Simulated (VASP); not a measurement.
Here is a VASP 6.6.1 calculation.

Contents of INCAR:

```
SYSTEM = C
PREC     = Accurate       ! precision mode
ENCUT    = 520            ! plane-wave cutoff, eV
EDIFF    = 1E-6           ! SCF threshold, eV
ISMEAR   = 0              ! smearing method
SIGMA    = 0.1            ! smearing width, eV
LREAL    = .False.        ! projectors in reciprocal space
LASPH    = .True.         ! aspherical terms in the spheres
NELM     = 80             ! most SCF steps
ALGO     = Normal         ! electronic algorithm
ISIF     = 2              ! what is computed and relaxed
LWAVE    = .False.        ! write WAVECAR
LCHARG   = .True.         ! write CHGCAR
GGA      = PE             ! functional
IVDW     = 12             ! dispersion correction
LELF     = .True.         ! ELF
LVHAR    = .True.       
NBANDS   = 16             ! bands
```

The input KPOINTS:

```
Automatic mesh
0
Gamma
  18 18 6
  0 0 0
```

File POSCAR:

```
C
1.0
    1.2327770951     -2.1341626517      0.0000000000
    1.2327770951      2.1341626517      0.0000000000
    0.0000000000      0.0000000000      6.8066279410
C
4
Direct
    0.0833109450      0.9166890550      0.7499827603
    0.5833109450      0.4166890550      0.2500172397
    0.9166890550      0.0833109450      0.2500172397
    0.4166890550      0.5833109450      0.7499827603
```

Potentials or basis: VASP PAW PBE potentials, release 64 (C).

Command:

```console
$ cat potpaw_PBE.64/C/POTCAR > POTCAR
$ mpirun -np 1 vasp_std > vasp.out
```

(1) Predict the dispersion energy per atom.

(2) Predict the pressure.

(3) Estimate the band gap on the k mesh.

Answers

(1) -0.154 eV.

(2) 0.4 GPa.

(3) zero (filled and empty bands touch).
